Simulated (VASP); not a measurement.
Ge, 2 atoms in the cell. Symmetry: Fd-3m, No. 227, cubic system. Conventional cell: a = 5.676 Å, b = 5.676 Å, c = 5.676 Å, α = 90.00°, β = 90.00°, γ = 90.00°. Ge (site symmetry -43m) has 4 Ge at 2.46 Å within 3.2 Å. 

| Property | Result |
| --- | --- |
| Program | VASP 6.6.1 |
| Task | single point |
| Functional | PBEsol |
| Potentials or basis | VASP PAW PBE potentials, release 64 (Ge_d) |
| Cutoff | 520 eV |
| k mesh | 10 × 10 × 10 |
| Occupations | gaussian, width 0.15 eV |
| Spin | no spin polarisation |
| Dipole correction | no |
| Further INCAR settings | ALGO = Normal; EDIFF = 1e-07; NBANDS = 21 |

Potentials or basis: VASP PAW PBE potentials, release 64 (Ge_d).

Run with:

```sh
$ cat potpaw_PBE.64/Ge_d/POTCAR > POTCAR
$ mpirun -np 1 vasp_std > vasp.out
```

Hardware: 1 thread of Intel Xeon 8259CL (shared host).

Problem. How long does it take, and how much memory?

Solution. Wall time 71 s on 1 thread of Intel Xeon 8259CL, with other jobs on the host, peak memory 0.18 GiB. Counts: scf iterations 13, k points 47.
